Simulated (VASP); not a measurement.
# P: single point with LDA

P:

```xyz
1
Lattice="0.0000 1.8538 1.8538 1.8538 0.0000 1.8538 1.8538 1.8538 0.0000" Properties=species:S:1:pos:R:3 pbc="T T T"
P     0.0000    0.0000    0.0000
```

This cell differs from its parent crystal: volume scaled by 0.92.

```
Program                : VASP 6.6.1
Task                   : single point
Functional             : LDA
Potentials or basis    : VASP PAW LDA potentials, release 64 (P)
Cutoff                 : 520 eV
k mesh                 : 17 × 17 × 17
Occupations            : fermi-dirac, width 0.1 eV
Spin                   : no spin polarisation
Dipole correction      : no
Further INCAR settings : ALGO = Normal; EDIFF = 1e-06; NBANDS = 8
```

| Item | Value |
| --- | --- |
| Pressure | 10.2 GPa |

Levels at points of the mesh, in eV from the Fermi level:
| k point | band 1 | band 2 | band 3 | band 4 | band 5 | band 6 |
| --- | --- | --- | --- | --- | --- | --- |
| (0.00, 0.00, 0.00) | -17.76 | 7.94 | 7.94 | 7.94 | 11.70 | 11.70 |

Wall time 8.3 s on 1 thread of AMD EPYC 7R13 Processor (Zen 3), on a shared host, peak memory 0.09 GiB.
